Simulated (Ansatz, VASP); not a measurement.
**One calculation of B3N2, two programs**

File INCAR:

```
SYSTEM = B3N2
  PREC = Accurate
  ENCUT = 600
  EDIFF = 1E-7
  ISMEAR = 0
  SIGMA = 0.1
  LREAL = .False.
  LASPH = .True.
  NELM = 100
  ALGO = Normal
  ISIF = 3
  LWAVE = .False.
  LCHARG = .False.
  GGA = PE
  IBRION = 2
  NSW = 100
  EDIFFG = -0.01
```

Contents of KPOINTS:

```
regular mesh
0
Gamma
  18 18 18
  0 0 0
```

POSCAR

```
B3N2
1.0
    1.2349019568      0.7129709772      5.3931725754
   -1.2349019568      0.7129709772      5.3931725754
    0.0000000000     -1.4259419544      5.3931725754
B N
3 2
Direct
    0.0000000000      0.0000000000      0.0000000000
    0.2098327296      0.2098327296      0.2098327296
    0.7901672704      0.7901672704      0.7901672704
    0.3974272473      0.3974272473      0.3974272473
    0.6025727527      0.6025727527      0.6025727527
```

Input for Ansatz:

```yaml
crystal:
  lattice:
    - [1.2349019568, 0.7129709772, 5.3931725754]
    - [-1.2349019568, 0.7129709772, 5.3931725754]
    - [0.0, -1.4259419544, 5.3931725754]
  atoms:
    - { symbol: B, position: [0.0, 0.0, 0.0] }
    - { symbol: B, position: [0.2098327296, 0.2098327296, 0.2098327296] }
    - { symbol: B, position: [0.7901672704, 0.7901672704, 0.7901672704] }
    - { symbol: "N", position: [0.3974272473, 0.3974272473, 0.3974272473] }
    - { symbol: "N", position: [0.6025727527, 0.6025727527, 0.6025727527] }
basis:
  ecutwfc: 420
kpoints:
  mp_grid: { grid: [18, 18, 18] }
hamiltonian:
  xc: pbe
scf:
  occupations: { method: gaussian, width: 0.1 }
output:
  forces: true
  stress: true
  eigenvalues: true
relax:
  adjacent_minimum: "off"
  f_tol: 0.01
  max_steps: 80
  cell: { stress_tol: 0.05 }
```

Alike in both runs: task relaxation of cell and atoms; functional PBE; k mesh 18 × 18 × 18; occupations gaussian, width 0.1 eV; no spin polarisation.

```csv
,VASP,Ansatz
version,VASP 6.6.1,Ansatz 0.2.0
potentials or method,"VASP PAW PBE potentials, release 64 (B, N), cutoff 600 eV","scalar-relativistic, plane waves, PAW"
valence electrons in the cell,19,19
```

VASP gave:

| Quantity | Value |
| --- | --- |
| gap on the k mesh at the Fermi level, each at its own relaxed structure (eV) | none |
| relaxed volume (Å³/atom) | 5.69 |
| relaxed length of the cell vector where the two differ most in proportion (Å) | 5.573 |

Task: What did Ansatz give for the same quantities?

Result: gap on the k mesh at the Fermi level, each at its own relaxed structure (eV): none; relaxed volume (Å³/atom): 5.70; relaxed length of the cell vector where the two differ most in proportion (Å): 5.577.

A gap of «none» marks a metal or a gap that the smearing closes.
